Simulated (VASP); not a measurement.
# TaN (I4mm) in VASP: a series of runs

Runs on TaN. Level: r2SCAN. Tasks: single point.

Everything below comes from runs of VASP 6.6.1. Logs are shortened: lines on timing, memory, paths and dates and some standing lists are left out, and cuts for length are marked.

**1. The cell of the first run**

It takes space group I4mm (No. 107, tetragonal). Conventional cell: a = 3.082 Å, b = 3.082 Å, c = 4.358 Å, α = 90.00°, β = 90.00°, γ = 90.00°. Within 2.8 Å of Ta (site symmetry 4mm) lie 6 N at 2.12 to 2.24 Å. N (site symmetry 4mm) has 6 Ta at 2.12 to 2.24 Å within 2.8 Å.

**2. Single point, r2SCAN (all Ta atoms moved +0.062 Å, as atom 1 along Cartesian [0 0 1])**

Input file POSCAR:

```
TaN
1.0
    0.0000000000      2.1790000000      2.1790000000
    2.1790000000      0.0000000000      2.1790000000
    2.1790000000      2.1790000000      0.0000000000
Ta N
1 1
Direct
    0.5143414410      0.5143414410      0.4856585590
    0.0000000000      0.0000000000      0.0000000000
```

Input file INCAR.step1:

```
SYSTEM = TaN
ALGO = Normal ; EDIFF = 1E-4
ENCUT = 520 ; GGA = PE
ISMEAR = 0 ; LASPH = .True.
LCHARG = .False. ; LREAL = .False.
LWAVE = .True. ; NBANDS = 15
NELM = 100 ; PREC = Accurate
SIGMA = 0.15
```

Input file INCAR.step2:

```
SYSTEM = TaN
ALGO = Normal ; EDIFF = 1E-7
ENCUT = 520 ; ISIF = 2
ISMEAR = 0 ; ISTART = 1
LASPH = .True. ; LCHARG = .True.
LELF = .True. ; LMIXTAU = .True.
LREAL = .False. ; LVHAR = .True.
LWAVE = .False. ; METAGGA = R2SCAN
NBANDS = 15 ; NELM = 100
PREC = Accurate ; SIGMA = 0.15
```

Input file KPOINTS:

```
k-points
0
Gamma
  18 18 18
  0 0 0
```

Potentials or basis: VASP PAW PBE potentials, release 64 (Ta_pv, N).

Started as:

```
$ cat potpaw_PBE.64/Ta_pv/POTCAR potpaw_PBE.64/N/POTCAR > POTCAR
$ cp INCAR.step1 INCAR
$ mpirun -np 1 vasp_std > vasp.out
$ cp INCAR.step2 INCAR
$ mpirun -np 1 vasp_std > vasp.out
```

OUTCAR:

```text
SYSTEM = TaN
   EDIFF = 1E-7
   ENCUT = 520
   ISIF = 2
   ISMEAR = 0
   ISTART = 1
   LASPH = .True.
   LREAL = .False.
   METAGGA = R2SCAN
   NELM = 100
   PREC = Accurate

 ion  position               nearest neighbor table
   1  0.514  0.514  0.486-   2 2.12   2 2.18   2 2.18   2 2.18   2 2.18   2 2.24
   2  0.000  0.000  0.000-   1 2.12   1 2.18   1 2.18   1 2.18   1 2.18   1 2.24

  LATTYP: Found a face centered cubic cell.
 ALAT       =     4.3580000000

  Lattice vectors:

 A1 = (   0.0000000000,   2.1790000000,   2.1790000000)
 A2 = (   2.1790000000,   0.0000000000,   2.1790000000)
 A3 = (   2.1790000000,   2.1790000000,   0.0000000000)

Analysis of symmetry for initial positions (statically):
=====================================================================
 Subroutine PRICEL returns:
 Original cell was already a primitive cell.

 Routine SETGRP: Setting up the symmetry group for a
 face centered cubic supercell.

 Subroutine GETGRP returns: Found  8 space group operations
 (whereof  8 operations were pure point group operations)
 out of a pool of 48 trial point group operations.

The static configuration has the point symmetry C_4v.

Analysis of symmetry for dynamics (positions and initial velocities):
=====================================================================
 Subroutine PRICEL returns:
 Original cell was already a primitive cell.

 Routine SETGRP: Setting up the symmetry group for a
 face centered cubic supercell.

 Subroutine GETGRP returns: Found  8 space group operations
 (whereof  8 operations were pure point group operations)
 out of a pool of 48 trial point group operations.

The dynamic configuration has the point symmetry C_4v.

 Subroutine INISYM returns: Found  8 space group operations
 (whereof  8 operations are pure point group operations),
 and found     1 'primitive' translations

----------------------------------------------------------------------------------------

                                     Primitive cell

  volume of cell :      20.6920

  direct lattice vectors                    reciprocal lattice vectors
     0.000000000  2.179000000  2.179000000    -0.229463056  0.229463056  0.229463056
     2.179000000  0.000000000  2.179000000     0.229463056 -0.229463056  0.229463056
     2.179000000  2.179000000  0.000000000     0.229463056  0.229463056 -0.229463056

  length of vectors
     3.081571352  3.081571352  3.081571352     0.397441672  0.397441672  0.397441672

  position of ions in fractional coordinates (direct lattice)
     0.514341441  0.514341441  0.485658559
     0.000000000  0.000000000  0.000000000

  ion indices of the primitive-cell ions
   primitive index   ion index
                 1           1
                 2           2

----------------------------------------------------------------------------------------

 KPOINTS: k-points

Automatic generation of k-mesh.
 Grid dimensions read from file:
 generate k-points for:   18   18   18

 Generating k-lattice:

  Cartesian coordinates                     Fractional coordinates (reciprocal lattice)
    -0.012747948  0.012747948  0.012747948     0.055555556  0.000000000  0.000000000
     0.012747948 -0.012747948  0.012747948     0.000000000  0.055555556  0.000000000
     0.012747948  0.012747948 -0.012747948     0.000000000  0.000000000  0.055555556

  Length of vectors
     0.022080093  0.022080093  0.022080093

  Shift w.r.t. Gamma in fractional coordinates (k-lattice)
     0.000000000  0.000000000  0.000000000

 Subroutine IBZKPT returns following result:
 ===========================================

 Found    480 irreducible k-points:

 Following reciprocal coordinates:
            Coordinates               Weight
  0.000000  0.000000  0.000000      1.000000
  0.055556  0.000000  0.000000      8.000000
  0.111111  0.000000  0.000000      8.000000
  0.166667  0.000000  0.000000      8.000000
  0.222222  0.000000  0.000000      8.000000
  0.277778  0.000000  0.000000      8.000000
[... 16 lines left out ...]
  0.388889  0.055556  0.000000      8.000000
  0.000000  0.388889  0.055556     16.000000
 [... further k-points ...]
   k-points           NKPTS =    480   k-points in BZ     NKDIM =    480   number of bands    NBANDS=     15
   number of dos      NEDOS =    301   number of ions     NIONS =      2
   total plane-waves  NPLWV =  13824
   dimension x,y,z NGX =    24 NGY =   24 NGZ =   24
   dimension x,y,z NGXF=    48 NGYF=   48 NGZF=   48
   ions per type =               1   1
   NGX,Y,Z   is equivalent  to a cutoff of  12.95, 12.95, 12.95 a.u.
   NGXF,Y,Z  is equivalent  to a cutoff of  25.90, 25.90, 25.90 a.u.
 SYSTEM =  TaN
   PREC   = accura    normal or accurate (medium, high low for compatibility)
   ISTART =      1    job   : 0-new  1-cont  2-samecut
   ICHARG =      0    charge: 1-file 2-atom 10-const
   ISPIN  =      1    spin polarized calculation?
   LNONCOLLINEAR =      F non collinear calculations
   LSORBIT =      F    spin-orbit coupling
   LASPH  =      T    aspherical Exc in radial PAW
   ENCUT  =  520.0 eV  38.22 Ry    6.18 a.u.   5.73  5.73  5.73*2*pi/ulx,y,z
   NELM   =    100;   NELMIN=  2; NELMDL=  0     # of ELM steps
   EDIFF  = 0.1E-06   stopping-criterion for ELM
   LREAL  =      F    real-space projection
   EDIFFG = 0.1E-05   stopping-criterion for IOM
   NSW    =      0    number of steps for IOM
   IBRION =     -1    ionic relax: 0-MD 1-quasi-New 2-CG
   NFREE  =      0    steps in history (QN), initial steepest desc. (CG)
   ISIF   =      2    stress and relaxation
   ISYM   =      2    0-nonsym 1-usesym 2-fastsym
   POTIM  = 0.5000    time-step for ionic-motion
   TEBEG  =    0.0;   TEEND  =   0.0 temperature during run
   PSTRESS=    0.0 pullay stress
   NELECT =      16.0000    total number of electrons
   NUPDOWN=      -1.0000    fix difference up-down
   EMIN   =  10.00;   EMAX   =-10.00  energy-range for DOS
   EFERMI =   0.00;   METHOD = LEGACY
   ISMEAR =     0;   SIGMA  =   0.15  broadening in eV -4-tet -1-fermi 0-gaus
   EFERMI_NEDOS =   21; number of points for ismear=-14 and -15
   IALGO  =     38    algorithm
   IMIX   =      4    mixing-type and parameters
     AMIX     =   0.40;   BMIX     =  1.00
     AMIX_MAG =   1.60;   BMIX_MAG =  1.00
  volume/ion in A,a.u.               =      10.35        69.82
  Fermi-wavevector in a.u.,A,eV,Ry     =   1.502615  2.839530 30.719922  2.257851
  Thomas-Fermi vector in A             =   2.613832
   LORBIT       =      0    0 simple, 1 ext, 2 COOP (PROOUT), +10 PAW based schemes
   METAGGA = R2SCAN    functional components
   LHFCALC =     F    Hartree Fock is set to
   AEXX    =    0.0000 exact exchange contribution
   IVDW    =     0    specifies the selected vdW correction
   LEPSILON=     F    determine dielectric tensor
   LRPA    =     F    only Hartree local field effects (RPA)
 non-spin polarized calculation
 Gauss-broadening in eV      SIGMA  =   0.15
  energy-cutoff  :      520.00
  volume of cell :       20.69
 maximum number of plane-waves:       568
   NGX = 11   NGY = 11   NGZ = 11

 number of electron      15.9999999 magnetization

 Free energy of the ion-electron system (eV)
  ---------------------------------------------------
  ext. energy  EPLUGINS =         0.00000000
  ---------------------------------------------------
  free energy    TOTEN  =       -59.58990980 eV

  energy without entropy =      -59.58099300  energy(sigma->0) =      -59.58545140

 E-fermi :   9.9277     XC(G=0): -14.6286

 val. band max:        9.9271122144   @ k =  -0.2778   0.3889   0.1667
 cond. band min:       9.9285008738   @ k =   0.3333   0.1111  -0.2778
 fundamental gap:      0.0013886594
 Fermi energy:         9.9276663519

 k-point     1 :       0.0000    0.0000    0.0000
  band No.  band energies     occupation
      1     -27.1673      2.00000
      2     -27.1626      2.00000
      3     -27.1626      2.00000
      4     -10.3222      2.00000
      5       5.5800      2.00000
      6       5.5800      2.00000
      7       5.5937      2.00000
      8       7.6849      2.00000
      9       7.8118      2.00000
     10       7.8118      2.00000
     11      10.0648      0.19617
     12      10.1975      0.01095
     13      11.9371      0.00000
     14      19.5676      0.00000
     15      19.9076      0.00000

 k-point     2 :       0.0556    0.0000    0.0000
  band No.  band energies     occupation
      1     -27.1968      2.00000
      2     -27.1681      2.00000
      3     -27.1654      2.00000
      4     -10.2417      2.00000
      5       5.0892      2.00000
      6       5.3247      2.00000
      7       5.4503      2.00000
      8       7.7582      2.00000
      9       7.9086      2.00000
     10       7.9959      2.00000
     11      10.4006      0.00001
     12      10.5220      0.00000
     13      12.1751      0.00000
     14      19.5677      0.00000
     15      20.1545      0.00000

 k-point     3 :       0.1111    0.0000    0.0000
  band No.  band energies     occupation
      1     -27.2884      2.00000
      2     -27.1761      2.00000
      3     -27.1733      2.00000
      4     -10.0075      2.00000
      5       4.2268      2.00000
      6       4.7330      2.00000
      7       4.8406      2.00000
      8       8.0389      2.00000
      9       8.1819      2.00000
     10       8.3004      2.00000
     11      11.2426      0.00000
     12      11.3411      0.00000
     13      12.8060      0.00000
     14      19.5675      0.00000
     15      20.8493      0.00000

 k-point     4 :       0.1667    0.0000    0.0000
  band No.  band energies     occupation
      1     -27.4258      2.00000
      2     -27.1882      2.00000
      3     -27.1854      2.00000
      4      -9.6409      2.00000
      5       3.2122      2.00000
      6       4.0448      2.00000
      7       4.1132      2.00000
      8       8.4251      2.00000
      9       8.6127      2.00000
     10       8.6749      2.00000
     11      12.3453      0.00000
     12      12.4254      0.00000
     13      13.6460      0.00000
     14      19.5675      0.00000
     15      21.8417      0.00000
[... 307 lines left out ...]
 k-point    22 :       0.0000    0.3333    0.0556
  band No.  band energies     occupation
      1     -27.8602      2.00000
      2     -27.2488      2.00000
      3     -27.2287      2.00000
      4      -8.2879      2.00000
      5       0.5335      2.00000
      6       2.3872      2.00000
      7       2.6988      2.00000
      8       9.1988      2.00000
      9      10.5880      0.00000
     10      10.7732      0.00000
     11      14.9994      0.00000
     12      15.1268      0.00000
     13      16.5438      0.00000
     14      19.5658      0.00000
     15      22.9985      0.00000

 k-point    23 :       0.3889    0.0556    0.0000
  band No.  band energies     occupation
      1     -27.9923      2.00000
      2     -27.2564      2.00000
      3     -27.2476      2.00000
      4      -7.8020      2.00000
      5      -0.2036      2.00000
      6       2.0465      2.00000
      7       2.2561      2.00000
      8       9.9293      0.98767
      9      11.2909      0.00000
     10      11.4161      0.00000
     11      15.2515      0.00000
     12      16.0855      0.00000
     13      17.3498      0.00000
     14      19.5646      0.00000
     15      22.6418      0.00000

 k-point    24 :       0.0000    0.3889    0.0556
  band No.  band energies     occupation
      1     -27.9918      2.00000
      2     -27.2586      2.00000
      3     -27.2457      2.00000
      4      -7.8032      2.00000
      5      -0.2034      2.00000
      6       2.0338      2.00000
      7       2.2728      2.00000
      8       9.9135      1.10629
      9      11.2846      0.00000
     10      11.4170      0.00000
     11      15.2776      0.00000
     12      16.1588      0.00000
     13      17.2644      0.00000
     14      19.5646      0.00000
     15      22.6254      0.00000

 [... further k-points ...]

------------------------ aborting loop because EDIFF is reached ----------------------------------------

  FORCE on cell =-STRESS in cart. coord.  units (eV):
  Direction    XX          YY          ZZ          XY          YZ          ZX
  --------------------------------------------------------------------------------------
  -------------------------------------------------------------------------------------
  Total        1.5392265      1.5392265      1.8166171      0.0000000     -0.0000000      0.0000000
  in kB      119.1822050    119.1822050    140.6605407      0.0000000     -0.0000000      0.0000000
  external PRESSURE =     126.3416502 kB  Pullay stress =       0.0000000 kB

 VOLUME and BASIS-vectors are now :
 -----------------------------------------------------------------------------
  energy-cutoff  :      520.00
  volume of cell :       20.69
      direct lattice vectors                 reciprocal lattice vectors
     0.000000000  2.179000000  2.179000000    -0.229463056  0.229463056  0.229463056
     2.179000000  0.000000000  2.179000000     0.229463056 -0.229463056  0.229463056
     2.179000000  2.179000000  0.000000000     0.229463056  0.229463056 -0.229463056

 POSITION                                       TOTAL-FORCE (eV/Angst)
 -----------------------------------------------------------------------------------
      2.17900      2.17900      2.24150         0.000000      0.000000     -0.547977
      0.00000      0.00000      0.00000         0.000000      0.000000      0.547977
 -----------------------------------------------------------------------------------
    total drift:                                0.000000      0.000000     -0.000567

  FREE ENERGIE OF THE ION-ELECTRON SYSTEM (eV)
  ---------------------------------------------------
  free  energy   TOTEN  =       -59.5899098014 eV

  energy  without entropy=      -59.5809930037  energy(sigma->0) =      -59.58545140
```

It took 4.5 min on 1 thread of Intel Xeon Platinum 8488C (Sapphire Rapids), shared host; peak memory 0.27 GiB.

Results:

```yaml
Free_energy: -59.5899 eV
Pressure: 12.6 GPa
Largest_force: 0.548 eV/Å
Band_gap_on_the_k_mesh: zero (bands 8 and 9 overlap by 4.10 eV)
```

Forces on the atoms (eV/Å):
```
Ta   0.000  0.000 -0.548
N    0.000  0.000  0.548
```

Caveat: the cell differs from its parent crystal (all Ta atoms moved +0.062 Å, as atom 1 along Cartesian [0 0 1]); the cell stands under pressure; the PAW data sets were made with another functional, which shifts forces and pressure a little; spin-orbit coupling is left out, which moves the levels of the heavy elements.

**3. Single point, r2SCAN (all Ta atoms moved +0.037 Å, as atom 1 along Cartesian [0 0 1])**

POSCAR: that of step 2 with these lines changed.

```diff
@@ -8,3 +8,3 @@
 Direct
-    0.5143414410      0.5143414410      0.4856585590
+    0.5086048646      0.5086048646      0.4913951354
     0.0000000000      0.0000000000      0.0000000000
```

Input file INCAR.step1:

```
SYSTEM = TaN
PREC = Accurate
ENCUT = 520
ISMEAR = 0
SIGMA = 0.15
LREAL = .False.
LASPH = .True.
NELM = 100
NBANDS = 15
GGA = PE
ALGO = Normal
EDIFF = 1E-4
LWAVE = .True.
LCHARG = .False.
```

Input file INCAR.step2:

```
SYSTEM = TaN
PREC = Accurate
ENCUT = 520
EDIFF = 1E-6
ISMEAR = 0
SIGMA = 0.15
LREAL = .False.
LASPH = .True.
NELM = 100
ALGO = Normal
ISIF = 2
LWAVE = .False.
LCHARG = .False.
METAGGA = R2SCAN
LMIXTAU = .True.
NBANDS = 15
ISTART = 1
```

Input file KPOINTS:

```
Automatic mesh
0
Gamma
  18 18 18
  0 0 0
```

Potentials or basis: VASP PAW PBE potentials, release 64 (Ta_pv, N).

Started as:

```
$ cat potpaw_PBE.64/Ta_pv/POTCAR potpaw_PBE.64/N/POTCAR > POTCAR
$ cp INCAR.step1 INCAR
$ mpirun -np 1 vasp_std > vasp.out
$ cp INCAR.step2 INCAR
$ mpirun -np 1 vasp_std > vasp.out
```

Wall time 3.6 min (1 thread of Intel Xeon Platinum 8488C (Sapphire Rapids), shared host); peak memory 0.27 GiB.

Results (log left out):

```yaml
Free_energy: -59.6007 eV
Pressure: 12.2 GPa
Largest_force: 0.320 eV/Å
Band_gap_on_the_k_mesh: zero (bands 8 and 9 overlap by 4.20 eV)
```

Forces on the atoms (eV/Å):
```
Ta   0.000  0.000 -0.320
N    0.000  0.000  0.320
```

Stress tensor (GPa, compression positive):
```
11.92  0.00  0.00
 0.00 11.92  0.00
 0.00  0.00 12.71
```

Levels at points of the mesh, in eV from the Fermi level:
| k point | band 6 | band 7 | band 8 | band 9 | band 10 | band 11 |
| --- | --- | --- | --- | --- | --- | --- |
| (0.00, 0.00, 0.00) | -4.28 | -4.28 | -2.25 | -2.21 | -2.21 | 0.13 |
| (0.50, 0.00, 0.00) | -8.22 | -8.21 | 1.99 | 2.01 | 2.15 | 4.16 |
| (0.50, 0.50, 0.00) | -5.82 | -5.08 | -5.08 | 2.29 | 3.70 | 3.70 |
| (0.00, 0.50, 0.50) | -5.94 | -5.09 | -4.96 | 2.30 | 3.70 | 3.70 |

Caveat: the cell differs from its parent crystal (all Ta atoms moved +0.037 Å, as atom 1 along Cartesian [0 0 1]); the cell stands under pressure; the PAW data sets were made with another functional, which shifts forces and pressure a little; spin-orbit coupling is left out, which moves the levels of the heavy elements.

[end of part 1 of 2]
